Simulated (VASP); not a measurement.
A run of VASP 6.6.1:

INCAR

```
SYSTEM = Li
ALGO     = Normal         ! electronic algorithm
EDIFF    = 1E-6           ! SCF threshold, eV
ENCUT    = 520            ! plane-wave cutoff, eV
GGA      = PE             ! functional
ISIF     = 2              ! what is computed and relaxed
ISMEAR   = 0              ! smearing method
LASPH    = .TRUE.         ! aspherical terms in the spheres
LCHARG   = .FALSE.        ! write CHGCAR
LREAL    = .FALSE.        ! projectors in reciprocal space
LWAVE    = .FALSE.        ! write WAVECAR
NBANDS   = 8              ! bands
NELM     = 80             ! most SCF steps
PREC     = Accurate       ! precision mode
SIGMA    = 0.15           ! smearing width, eV
```

KPOINTS

```
k-points
0
G
  22 22 22
  0 0 0
```

POSCAR

```
Li
1.0
   -1.6468130505      1.6468130505      1.9761756607
    1.6468130505     -1.6468130505      1.9761756607
    1.6468130505      1.6468130505     -1.9761756607
Li
1
Direct
    0.0000000000      0.0000000000      0.0000000000
```

Potentials or basis: VASP PAW PBE potentials, release 64 (Li_sv).

The run is started by

```console
$ cat potpaw_PBE.64/Li_sv/POTCAR > POTCAR
$ mpirun -np 1 vasp_std > vasp.out
```

Hardware: 1 thread of AMD EPYC 9755 128-Core Processor, with other jobs on the host.

Task: How long does it take, and how much memory?

Result: It took 69 s on 1 thread of AMD EPYC 9755 128-Core Processor, with other jobs on the host, peak memory 0.18 GiB. Counts: scf iterations 8, k points 834.
